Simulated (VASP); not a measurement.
Si: single point with PBE

Si:

```
Si
1.0
     3.84030    0.00000    0.00000
     0.00000    3.84030    0.00000
     0.00000    0.00000    5.43436
Si
4
Direct
  0.00000 0.00000 0.00000
  0.50000 0.00000 0.25000
  0.50000 0.50000 0.50000
  0.00000 0.50000 0.75000
```

* Program: VASP 6.6.1
* Task: single point
* Functional: PBE
* Potentials or basis: VASP PAW PBE potentials, release 64 (Si)
* Cutoff: 500 eV
* k mesh: 8 × 8 × 6
* Occupations: gaussian, width 0.01 eV
* Spin: non-collinear spin, zero start, spin-orbit coupling
* Starting moments: [[0.0, 0.0, 0.0], [0.0, 0.0, 0.0], [0.0, 0.0, 0.0], [0.0, 0.0, 0.0]] μB

```
Pressure                                              : 1.9 GPa
Net moment                                            : 0.00 μB per cell
Valence electrons inside the program's atomic spheres : Si 1.69
```

Stress tensor (GPa, compression positive):
```
1.90 0.00 0.00
0.00 1.90 0.00
0.00 0.00 1.79
```

Moments on the atoms (μB; x, y, z):
```
Si  0.00 0.00 0.00
Si  0.00 0.00 0.00
Si  0.00 0.00 0.00
Si  0.00 0.00 0.00
```

Run time: 5.7 min on 1 thread of Intel Xeon 8259CL, with other jobs on the host, peak memory 0.4 GiB.
